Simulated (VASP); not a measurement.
Crystal: FeO.

```
Fe O
1.0
     0.00000    2.16967    2.16967
     2.16967    0.00000    2.16967
     2.16967    2.16967    0.00000
Fe O
1 1
Cartesian
  0.0000 0.0000 0.0000
  2.1697 2.1697 2.1697
```

Base run:

```yaml
Program: VASP 6.6.1
Functional: revPBE
Potentials_or_basis: VASP PAW PBE potentials, release 64 (Fe_sv, O)
Cutoff: 700 eV
k_mesh: 11 × 11 × 11
Occupations: fermi-dirac, width 0.05 eV
Spin: collinear spin, ferromagnetic start
Starting_moments: "[3.0, 0.0] μB"
```

Its results: band gap on the k mesh zero (filled and empty bands overlap); pressure -0.8 GPa; net moment 4.00 μB per cell; site moments Fe +3.49; O +0.29 μB.

**Question.** The run is repeated on the same cell with these changes: functional from revPBE to LDA; potentials or basis from VASP PAW PBE potentials, release 64 (Fe_sv, O) to VASP PAW LDA potentials, release 64 (Fe_sv, O). What comes out?

**Answer.** Band gap on the k mesh zero (filled and empty bands overlap); pressure -19.3 GPa; net moment 4.00 μB per cell; site moments Fe +3.43; O +0.31 μB.

Caveats: a cell with one magnetic atom can't hold antiferromagnetic order, which such compounds often take; semilocal functionals often make such compounds metallic where correlation or magnetic order opens a gap, which also shifts bond lengths; the PAW data sets were made with another functional, which shifts forces and pressure a little (at least some runs); the cell stands under tension (at least some runs).
